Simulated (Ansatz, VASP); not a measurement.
## One calculation of PdPt, two programs

```
CELL_PARAMETERS angstrom
1.13831 0.65720 3.70459
-1.13831 0.65720 3.70459
0.00000 -1.31440 3.70459
ATOMIC_POSITIONS crystal
Pd 0.00000 0.00000 0.00000
Pt 0.50000 0.50000 0.50000
```

Change from the starting cell: volume scaled by 0.55, PAW files.

Alike in both runs: task electric field gradients; functional LDA; k mesh 15 × 15 × 15; occupations fermi-dirac, width 0.05 eV; no spin polarisation.

```csv
,VASP,Ansatz
version,VASP 6.6.1,Ansatz 0.2.0
potentials or method,"VASP PAW LDA potentials, release 64 (Pd_sv_GW, Pt_sv_GW)","PAW with Ansatz's default frozen-core files, scalar-relativistic"
plane-wave cutoff (eV),470,420
valence electrons in the cell,36,36
```

VASP gave:

- size of Vzz on the site where it differs most (V/Å²): 60.0

Q: What did Ansatz give for the same quantities?

A: Size of Vzz on the site where it differs most (V/Å²): 11.7.

LDA's correlation is that of Perdew and Zunger in VASP and of Perdew and Wang (1992) in Ansatz.

Spin-orbit coupling is off throughout. Noted on VASP's run: the cell as given lies far from equilibrium.
